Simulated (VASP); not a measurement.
Runs of VASP 6.6.1 on Ti. The structure is that of space group Fm-3m (No. 225), or close to it. The cells are those of the table. 

```tsv
cell	gap on the mesh (eV)	pressure (GPa)
a = 2.890 Å, angles 60.0°, 1 atom	none	-7.1
a = 2.832 Å, angles 60.0°, 1 atom	none	-1.0
a = 2.909 Å, angles 60.0°, 1 atom	none	-8.8
a = 2.927 Å, angles 60.0°, 1 atom	none	-10.4
a = 2.871 Å, angles 60.0°, 1 atom	none	-5.2
a = 2.852 Å, angles 60.0°, 1 atom	none	(b)
a = 2.812 Å, angles 60.0°, 1 atom	none	(a)
```

Alike in all rows: task single point; level LDA; potentials or basis VASP PAW LDA potentials, release 64 (Ti_sv); no spin polarisation; k mesh 12 × 12 × 12; cutoff (eV) 520; smearing methfessel-paxton 0.05 eV.

Fill in the values left out.

(a) 1.6; (b) -3.2.

A gap of «none» marks levels without a gap at the run's occupations.
